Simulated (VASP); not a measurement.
A run of VASP 6.6.1 is set up as follows.

INCAR

```
  PREC = Accurate
  ENCUT = 600
  EDIFF = 1E-6
  ISMEAR = 0
  SIGMA = 0.01
  LREAL = False
  LASPH = True
  NELM = 120
  ALGO = Normal
  ISIF = 2
  LWAVE = False
  LCHARG = False
  GGA = PE
  NBANDS = 19
  GGA_COMPAT = False
```

File KPOINTS:

```
regular mesh
0
Gamma
  6 6 6
```

File POSCAR:

```
CaF2
1.0
    0.0000000000      2.7310000000      2.7310000000
    2.7310000000      0.0000000000      2.7310000000
    2.7310000000      2.7310000000      0.0000000000
Ca F
1 2
Direct
    0.0000000000      0.0000000000      0.0000000000
    0.2500000000      0.2500000000      0.2500000000
    0.7500000000      0.7500000000      0.7500000000
```

Potentials or basis: VASP PAW PBE potentials, release 64 (Ca_sv, F).

Launch:

```console
$ cat potpaw_PBE.64/Ca_sv/POTCAR potpaw_PBE.64/F/POTCAR > POTCAR
$ mpirun -np 1 vasp_std > vasp.out
```

(1) What does it give for the pressure?

(2) What does it give for the band gap on the k mesh?

Results:

(1) 2.4 GPa.

(2) 7.28 eV (least direct gap 7.54 eV).
